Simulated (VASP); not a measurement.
# In2O (P-3m1) in VASP: notebook

The runs below take In2O through single point, with PBEsol.

All numbers are computed with VASP 6.6.1; they aren't measurements. Logs are shortened: lines on timing, memory, paths and dates and some standing lists are left out, and cuts for length are marked.

## 1. The cell of the first run

It takes space group P-3m1 (No. 164, trigonal). Conventional cell: a = 3.328 Å, b = 3.328 Å, c = 12.396 Å, α = 90.00°, β = 90.00°, γ = 120.00°. Within 3.0 Å of In (site symmetry 3m) lie 3 O at 2.17 Å and 1 In at 2.90 Å. In (site symmetry 3m) has 1 O at 2.34 Å within 3.1 Å. Within 2.9 Å of O (site symmetry 3m) lie 4 In at 2.17 to 2.34 Å.

## 2. Single point, PBEsol (19.82 Å³/atom)

INCAR reads:

```
SYSTEM = In2O
PREC = Accurate
ENCUT = 520
EDIFF = 1E-6
ISMEAR = -1
SIGMA = 0.15
LREAL = .FALSE.
LASPH = .TRUE.
NELM = 100
ALGO = Normal
ISIF = 2
LWAVE = .FALSE.
LCHARG = .FALSE.
GGA = PS
NBANDS = 41
```

KPOINTS reads:

```
regular mesh
0
G
  12 12 4
  0 0 0
```

POSCAR reads:

```
In2O
1.0
    3.3280242173      0.0000000000      0.0000000000
   -1.6640121086      2.8821535166      0.0000000000
    0.0000000000      0.0000000000     12.3957752518
In O
4 2
Direct
    0.0000000000      0.0000000000      0.3830048054
    0.0000000000      0.0000000000      0.6169951946
    0.6666666667      0.3333333333      0.1131127663
    0.3333333333      0.6666666667      0.8868872337
    0.6666666667      0.3333333333      0.3020180177
    0.3333333333      0.6666666667      0.6979819823
```

Potentials or basis: VASP PAW PBE potentials, release 64 (In_d, O).

Command:

```console
$ cat potpaw_PBE.64/In_d/POTCAR potpaw_PBE.64/O/POTCAR > POTCAR
$ mpirun -np 1 vasp_std > vasp.out
```

OUTCAR:

```text
SYSTEM = In2O
   PREC = Accurate
   ENCUT = 520
   EDIFF = 1E-6
   ISMEAR = -1
   LREAL = .FALSE.
   LASPH = .TRUE.
   NELM = 100
   ISIF = 2
   GGA = PS

 ion  position               nearest neighbor table
   1  0.000  0.000  0.383-   5 2.17   5 2.17   5 2.17   2 2.90   3 3.86   3 3.86   3 3.86
   2  0.000  0.000  0.617-   6 2.17   6 2.17   6 2.17   1 2.90   4 3.86   4 3.86   4 3.86
   3  0.667  0.333  0.113-   5 2.34   4 3.40   4 3.40   4 3.40   1 3.86   1 3.86   1 3.86
   4  0.333  0.667  0.887-   6 2.34   3 3.40   3 3.40   3 3.40   2 3.86   2 3.86   2 3.86
   5  0.667  0.333  0.302-   1 2.17   1 2.17   1 2.17   3 2.34
   6  0.333  0.667  0.698-   2 2.17   2 2.17   2 2.17   4 2.34

  LATTYP: Found a hexagonal cell.
 ALAT       =     3.3280242173
 C/A-ratio  =     3.7246649791

  Lattice vectors:

 A1 = (   3.3280242173,   0.0000000000,   0.0000000000)
 A2 = (  -1.6640121086,   2.8821535166,   0.0000000000)
 A3 = (   0.0000000000,   0.0000000000,  12.3957752518)

Analysis of symmetry for initial positions (statically):
=====================================================================
 Subroutine PRICEL returns:
 Original cell was already a primitive cell.

 Routine SETGRP: Setting up the symmetry group for a
 hexagonal supercell.

 Subroutine GETGRP returns: Found 12 space group operations
 (whereof 12 operations were pure point group operations)
 out of a pool of 24 trial point group operations.

The static configuration has the point symmetry D_3d.

Analysis of symmetry for dynamics (positions and initial velocities):
=====================================================================
 Subroutine PRICEL returns:
 Original cell was already a primitive cell.

 Routine SETGRP: Setting up the symmetry group for a
 hexagonal supercell.

 Subroutine GETGRP returns: Found 12 space group operations
 (whereof 12 operations were pure point group operations)
 out of a pool of 24 trial point group operations.

The dynamic configuration has the point symmetry D_3d.

 Subroutine INISYM returns: Found 12 space group operations
 (whereof 12 operations are pure point group operations),
 and found     1 'primitive' translations

----------------------------------------------------------------------------------------

                                     Primitive cell

  volume of cell :     118.8987

  direct lattice vectors                    reciprocal lattice vectors
     3.328024217  0.000000000  0.000000000     0.300478583  0.173481391  0.000000000
    -1.664012109  2.882153517  0.000000000     0.000000000  0.346962781  0.000000000
     0.000000000  0.000000000 12.395775252     0.000000000  0.000000000  0.080672647
[... 98 lines left out ...]
   ISIF   =      2    stress and relaxation
   ISYM   =      2    0-nonsym 1-usesym 2-fastsym
   POTIM  = 0.5000    time-step for ionic-motion
   TEBEG  =    0.0;   TEEND  =   0.0 temperature during run
   PSTRESS=    0.0 pullay stress
   NELECT =      64.0000    total number of electrons
   NUPDOWN=      -1.0000    fix difference up-down
   EMIN   =  10.00;   EMAX   =-10.00  energy-range for DOS
   EFERMI =   0.00;   METHOD = LEGACY
   ISMEAR =    -1;   SIGMA  =   0.15  broadening in eV -4-tet -1-fermi 0-gaus
   EFERMI_NEDOS =   21; number of points for ismear=-14 and -15
   IALGO  =     38    algorithm
   IMIX   =      4    mixing-type and parameters
     AMIX     =   0.40;   BMIX     =  1.00
     AMIX_MAG =   1.60;   BMIX_MAG =  1.00
  volume/ion in A,a.u.               =      19.82       133.73
  Fermi-wavevector in a.u.,A,eV,Ry     =   1.331708  2.516564 24.129206  1.773447
  Thomas-Fermi vector in A             =   2.460699
   LORBIT       =      0    0 simple, 1 ext, 2 COOP (PROOUT), +10 PAW based schemes
   GGA     = PS    functional components
   LHFCALC =     F    Hartree Fock is set to
   AEXX    =    0.0000 exact exchange contribution
   IVDW    =     0    specifies the selected vdW correction
   LEPSILON=     F    determine dielectric tensor
   LRPA    =     F    only Hartree local field effects (RPA)
 non-spin polarized calculation
  energy-cutoff  :      520.00
  volume of cell :      118.90
 maximum number of plane-waves:      3227
 NGX is ok and might be reduce to    28
   NGX = 13   NGY = 13   NGZ = 47

 number of electron      64.0000020 magnetization

 Free energy of the ion-electron system (eV)
  ---------------------------------------------------
  ext. energy  EPLUGINS =         0.00000000
  ---------------------------------------------------
  free energy    TOTEN  =       -27.05592103 eV

  energy without entropy =      -26.93479662  energy(sigma->0) =      -26.99535883

 E-fermi :   7.3279     XC(G=0): -10.4831

 val. band max:        7.2975929518   @ k =   0.1667   0.1667   0.2500
 cond. band min:       7.3470815632   @ k =  -0.0833   0.3333   0.2500
 fundamental gap:      0.0494886115
 Fermi energy:         7.3278742217

 k-point     1 :       0.0000    0.0000    0.0000
  band No.  band energies     occupation
      1     -12.5942      2.00000
      2     -12.5823      2.00000
      3      -8.0610      2.00000
      4      -7.9591      2.00000
      5      -7.9591      2.00000
      6      -7.9485      2.00000
[... 1045 lines left out ...]
     40      14.7384      0.00000
     41      14.8033      0.00000

 [... further k-points ...]

------------------------ aborting loop because EDIFF is reached ----------------------------------------

  FORCE on cell =-STRESS in cart. coord.  units (eV):
  Direction    XX          YY          ZZ          XY          YZ          ZX
  --------------------------------------------------------------------------------------
  -------------------------------------------------------------------------------------
  Total        0.9053252      0.9053252      0.8761947      0.0000000      0.0000000      0.0000000
  in kB       12.1993848     12.1993848     11.8068462      0.0000000      0.0000000      0.0000000
  external PRESSURE =      12.0685386 kB  Pullay stress =       0.0000000 kB

 VOLUME and BASIS-vectors are now :
 -----------------------------------------------------------------------------
  energy-cutoff  :      520.00
  volume of cell :      118.90
      direct lattice vectors                 reciprocal lattice vectors
     3.328024217  0.000000000  0.000000000     0.300478583  0.173481391  0.000000000
    -1.664012109  2.882153517  0.000000000     0.000000000  0.346962781  0.000000000
     0.000000000  0.000000000 12.395775252     0.000000000  0.000000000  0.080672647

 POSITION                                       TOTAL-FORCE (eV/Angst)
 -----------------------------------------------------------------------------------
      0.00000      0.00000      4.74764        -0.000000     -0.000000      0.044010
      0.00000      0.00000      7.64813        -0.000000      0.000000     -0.044010
      1.66401      0.96072      1.40212        -0.000000     -0.000000     -0.009027
     -0.00000      1.92144     10.99365        -0.000000      0.000000      0.009027
      1.66401      0.96072      3.74375        -0.000000     -0.000000     -0.038258
     -0.00000      1.92144      8.65203         0.000000      0.000000      0.038258
 -----------------------------------------------------------------------------------
    total drift:                                0.000000      0.000000      0.000000

  FREE ENERGIE OF THE ION-ELECTRON SYSTEM (eV)
  ---------------------------------------------------
  free  energy   TOTEN  =       -27.0559210349 eV

  energy  without entropy=      -26.9347966225  energy(sigma->0) =      -26.99535883
```

stdout:

```text
POSCAR found type information on POSCAR InO
 POSCAR found :  2 types and       6 ions
 scaLAPACK will be used
 -----------------------------------------------------------------------------
|                                                                             |
|                                                                             |
|     You enforced a specific xc type in the INCAR file but a different       |
|     I HOPE YOU KNOW WHAT YOU ARE DOING!                                     |
|                                                                             |
 -----------------------------------------------------------------------------

 LDA part: xc-table for (Slater+PW92), standard interpolation
 POSCAR, INCAR and KPOINTS ok, starting setup
 FFT: planning ... GRIDC
 FFT: planning ... GRID_SOFT
 FFT: planning ... GRID
 WAVECAR not read
 entering main loop
```

Run time: 4 min. Hardware: 1 thread of Intel Xeon 6975P-C (Granite Rapids), shared host; peak memory 0.41 GiB.

What came out:

| Quantity | Value |
| --- | --- |
| Free energy | -27.0559 eV |
| Pressure | 1.2 GPa |
| Largest force | 0.044 eV/Å |
| Band gap on the k mesh | zero (bands 32 and 33 overlap by 1.48 eV) |

Forces in eV/Å, atoms in the order of the input:
```
In   0.000  0.000  0.044
In   0.000  0.000 -0.044
In   0.000  0.000 -0.009
In   0.000  0.000  0.009
O    0.000  0.000 -0.038
O    0.000  0.000  0.038
```

Caveat: the PAW data sets were made with another functional, which shifts forces and pressure a little; spin-orbit coupling is left out, which moves the levels of the heavy elements.

## 3. Single point, PBEsol

This run uses another cell than the first one, of 20.22 Å³/atom.

INCAR reads:

```
SYSTEM = In2O
ALGO = Normal ; EDIFF = 1E-7
ENCUT = 520 ; GGA = PS
ISIF = 2 ; ISMEAR = -1
LASPH = .True. ; LCHARG = .False.
LREAL = .False. ; LWAVE = .False.
NBANDS = 41 ; NELM = 60
PREC = Accurate ; SIGMA = 0.15
```

KPOINTS reads:

```
k-points
0
Gamma
  12 12 4
  0 0 0
```

POSCAR reads:

```
In2O
1.0
    3.3540246351      0.0000000000      0.0000000000
   -1.6770123175      2.9046705389      0.0000000000
    0.0000000000      0.0000000000     12.4534039995
In O
4 2
Direct
    0.0000000000      0.0000000000      0.3828674994
    0.0000000000      0.0000000000      0.6171325006
    0.6666666667      0.3333333333      0.1140417620
    0.3333333333      0.6666666667      0.8859582380
    0.6666666667      0.3333333333      0.3037107366
    0.3333333333      0.6666666667      0.6962892634
```

Potentials or basis: VASP PAW PBE potentials, release 64 (In_d, O).

Command:

```console
$ cat potpaw_PBE.64/In_d/POTCAR potpaw_PBE.64/O/POTCAR > POTCAR
$ mpirun -np 1 vasp_std > vasp.out
```

It took 4.1 min on 1 thread of Intel Xeon 6975P-C (Granite Rapids), shared host; peak memory 0.41 GiB.

The run converged. Its results:

```yaml
Free_energy: -27.0658 eV
Pressure: 0.1 GPa
Largest_force: 0.043 eV/Å
Band_gap_on_the_k_mesh: zero (bands 32 and 33 overlap by 1.51 eV)
```

Forces in eV/Å, atoms in the order of the input:
```
In   0.000  0.000  0.043
In   0.000  0.000 -0.043
In   0.000  0.000 -0.008
In   0.000  0.000  0.008
O    0.000  0.000 -0.037
O    0.000  0.000  0.037
```

Levels at points of the mesh, in eV from the Fermi level:
| k point | band 28 | band 29 | band 30 | band 31 | band 32 | band 33 | band 34 | band 35 | band 36 | band 37 |
| --- | --- | --- | --- | --- | --- | --- | --- | --- | --- | --- |
| (0.00, 0.00, 0.00) | -3.79 | -3.79 | -3.77 | -3.77 | -1.38 | -0.16 | 2.35 | 3.99 | 6.75 | 8.09 |
| (0.50, 0.00, 0.00) | -4.47 | -3.49 | -3.02 | -2.80 | -1.20 | -0.76 | 0.14 | 1.64 | 2.34 | 4.33 |
| (0.00, 0.00, 0.50) | -3.79 | -3.77 | -3.77 | -2.69 | -2.62 | 0.98 | 1.21 | 5.01 | 5.90 | 8.08 |
| (0.50, 0.00, 0.50) | -4.48 | -3.66 | -3.02 | -2.53 | -1.26 | -0.91 | 0.15 | 1.88 | 2.20 | 4.54 |

Caveat: the PAW data sets were made with another functional, which shifts forces and pressure a little; spin-orbit coupling is left out, which moves the levels of the heavy elements.

## 4. Single point, PBEsol (20.63 Å³/atom)

This run uses another cell than the first one, of 20.63 Å³/atom.

INCAR reads:

```
  PREC = Accurate
  ENCUT = 520
  EDIFF = 1E-6
  ISMEAR = -1
  SIGMA = 0.15
  LREAL = False
  LASPH = True
  NELM = 60
  ALGO = Normal
  ISIF = 2
  LWAVE = False
  LCHARG = False
  GGA = PS
  NBANDS = 41
```

KPOINTS reads:

```
Automatic mesh
0
Gamma
  12 12 4
```

POSCAR reads:

```
In2O
1.0
    3.3792333665      0.0000000000      0.0000000000
   -1.6896166833      2.9265019407      0.0000000000
    0.0000000000      0.0000000000     12.5136607171
In O
4 2
Direct
    0.0000000000      0.0000000000      0.3827837662
    0.0000000000      0.0000000000      0.6172162338
    0.6666666667      0.3333333333      0.1150806199
    0.3333333333      0.6666666667      0.8849193801
    0.6666666667      0.3333333333      0.3054015730
    0.3333333333      0.6666666667      0.6945984270
```

Potentials or basis: VASP PAW PBE potentials, release 64 (In_d, O).

Command:

```console
$ cat potpaw_PBE.64/In_d/POTCAR potpaw_PBE.64/O/POTCAR > POTCAR
$ mpirun -np 1 vasp_std > vasp.out
```

OUTCAR:

```text
PREC = Accurate
   ENCUT = 520
   EDIFF = 1E-6
   ISMEAR = -1
   LREAL = False
   LASPH = True
   NELM = 60
   ISIF = 2
   GGA = PS

 ion  position               nearest neighbor table
   1  0.000  0.000  0.383-   5 2.18   5 2.18   5 2.18   2 2.93   3 3.88   3 3.88   3 3.88
   2  0.000  0.000  0.617-   6 2.18   6 2.18   6 2.18   1 2.93   4 3.88   4 3.88   4 3.88
   3  0.667  0.333  0.115-   5 2.38   4 3.48   4 3.48   4 3.48   1 3.88   1 3.88   1 3.88
   4  0.333  0.667  0.885-   6 2.38   3 3.48   3 3.48   3 3.48   2 3.88   2 3.88   2 3.88
   5  0.667  0.333  0.305-   1 2.18   1 2.18   1 2.18   3 2.38
   6  0.333  0.667  0.695-   2 2.18   2 2.18   2 2.18   4 2.38

  LATTYP: Found a hexagonal cell.
 ALAT       =     3.3792333665
 C/A-ratio  =     3.7031064031

  Lattice vectors:

 A1 = (   3.3792333665,   0.0000000000,   0.0000000000)
 A2 = (  -1.6896166833,   2.9265019407,   0.0000000000)
 A3 = (   0.0000000000,   0.0000000000,  12.5136607171)

Analysis of symmetry for initial positions (statically):
=====================================================================
 Subroutine PRICEL returns:
 Original cell was already a primitive cell.
[... 182 lines left out ...]
 fundamental gap:      0.0382921866
 Fermi energy:         6.8932256269

 k-point     1 :       0.0000    0.0000    0.0000
  band No.  band energies     occupation
      1     -12.8852      2.00000
      2     -12.8742      2.00000
      3      -8.4226      2.00000
      4      -8.3505      2.00000
      5      -8.3505      2.00000
      6      -8.3424      2.00000
[... 1045 lines left out ...]
     40      14.0650      0.00000
     41      14.0857      0.00000

 [... further k-points ...]

------------------------ aborting loop because EDIFF is reached ----------------------------------------

  FORCE on cell =-STRESS in cart. coord.  units (eV):
  Direction    XX          YY          ZZ          XY          YZ          ZX
  --------------------------------------------------------------------------------------
  -------------------------------------------------------------------------------------
  Total       -0.6283190     -0.6283190     -0.6782706      0.0000000     -0.0000000      0.0000000
  in kB       -8.1346594     -8.1346594     -8.7813682      0.0000000     -0.0000000      0.0000000
  external PRESSURE =      -8.3502290 kB  Pullay stress =       0.0000000 kB

 VOLUME and BASIS-vectors are now :
 -----------------------------------------------------------------------------
  energy-cutoff  :      520.00
  volume of cell :      123.75
      direct lattice vectors                 reciprocal lattice vectors
     3.379233366  0.000000000  0.000000000     0.295925108  0.170852441  0.000000000
    -1.689616683  2.926501941  0.000000000     0.000000000  0.341704882  0.000000000
     0.000000000  0.000000000 12.513660717     0.000000000  0.000000000  0.079912667

 POSITION                                       TOTAL-FORCE (eV/Angst)
 -----------------------------------------------------------------------------------
      0.00000      0.00000      4.79003         0.000000     -0.000000      0.041640
      0.00000      0.00000      7.72363         0.000000      0.000000     -0.041640
      1.68962      0.97550      1.44008        -0.000000      0.000000     -0.007567
     -0.00000      1.95100     11.07358         0.000000      0.000000      0.007567
      1.68962      0.97550      3.82169         0.000000      0.000000     -0.036520
     -0.00000      1.95100      8.69197         0.000000     -0.000000      0.036520
 -----------------------------------------------------------------------------------
    total drift:                                0.000000      0.000000      0.000000

  FREE ENERGIE OF THE ION-ELECTRON SYSTEM (eV)
  ---------------------------------------------------
  free  energy   TOTEN  =       -27.0603267880 eV

  energy  without entropy=      -26.9413254083  energy(sigma->0) =      -27.00082610
```

OSZICAR:

```text
N       E                     dE             d eps       ncg     rms          rms(c)
DAV:   1     0.735679809831E+03    0.73568E+03   -0.30404E+04  5674   0.215E+03
DAV:   2     0.926894446684E+02   -0.64299E+03   -0.61724E+03  5722   0.535E+02
DAV:   3    -0.227913546260E+02   -0.11548E+03   -0.11123E+03  6958   0.223E+02
DAV:   4    -0.303939404779E+02   -0.76026E+01   -0.75149E+01  7001   0.604E+01
DAV:   5    -0.306257597650E+02   -0.23182E+00   -0.23157E+00  7124   0.999E+00    0.132E+01
DAV:   6    -0.273426055678E+02    0.32832E+01   -0.14796E+01  8620   0.340E+01    0.118E+01
DAV:   7    -0.271149552326E+02    0.22765E+00   -0.23650E+00  7407   0.120E+01    0.358E+00
DAV:   8    -0.270814542360E+02    0.33501E-01   -0.57891E-01  7744   0.417E+00    0.144E+00
DAV:   9    -0.270640116095E+02    0.17443E-01   -0.50777E-02  9099   0.273E+00    0.675E-01
DAV:  10    -0.270602283372E+02    0.37833E-02   -0.13233E-02  8533   0.105E+00    0.215E-01
DAV:  11    -0.270603686903E+02   -0.14035E-03   -0.49996E-03  8531   0.413E-01    0.105E-01
DAV:  12    -0.270603272235E+02    0.41467E-04   -0.50349E-04  8704   0.208E-01    0.243E-02
DAV:  13    -0.270603285822E+02   -0.13587E-05   -0.47224E-05  8435   0.794E-02    0.151E-02
DAV:  14    -0.270603270017E+02    0.15805E-05   -0.74317E-06  7906   0.264E-02    0.659E-03
DAV:  15    -0.270603267880E+02    0.21370E-06   -0.20027E-06  5146   0.140E-02
   1 F= -.27060327E+02 E0= -.27000826E+02  d E =-.119001E+00
```

Wall time 3.9 min (1 thread of Intel Xeon 6975P-C (Granite Rapids), shared host); peak memory 0.41 GiB.

What came out:

```yaml
Free_energy: -27.0603 eV
Pressure: -0.8 GPa
Largest_force: 0.042 eV/Å
Band_gap_on_the_k_mesh: zero (bands 32 and 33 overlap by 1.55 eV)
```

Forces in eV/Å, atoms in the order of the input:
```
In   0.000  0.000  0.042
In   0.000  0.000 -0.042
In   0.000  0.000 -0.008
In   0.000  0.000  0.008
O    0.000  0.000 -0.037
O    0.000  0.000  0.037
```

Caveat: the PAW data sets were made with another functional, which shifts forces and pressure a little; spin-orbit coupling is left out, which moves the levels of the heavy elements.

## 5. The runs side by side

| cell | gap on the mesh (eV) | pressure (GPa) | largest force (eV/Å) |
| --- | --- | --- | --- |
| a = 3.328, b = 3.328, c = 12.396 Å, angles 90.0, 90.0, 120.0°, 6 atoms, atomic positions A | none | 1.2 | 0.04 |
| a = 3.354, b = 3.354, c = 12.453 Å, angles 90.0, 90.0, 120.0°, 6 atoms, atomic positions B | none | 0.1 | 0.04 |
| a = 3.379, b = 3.379, c = 12.514 Å, angles 90.0, 90.0, 120.0°, 6 atoms, atomic positions C | none | -0.8 | 0.04 |

Alike in all rows: task single point; level PBEsol; potentials or basis VASP PAW PBE potentials, release 64 (In_d, O); no spin polarisation; k mesh 12 × 12 × 4; cutoff (eV) 520; smearing fermi-dirac 0.15 eV.

Caveats: the PAW data sets were made with another functional, which shifts forces and pressure a little; spin-orbit coupling is left out, which moves the levels of the heavy elements.

Absolute energies hang on the potentials; compare differences alone.

The gap in the log of VASP goes by the Fermi energy; the results here count the filled bands.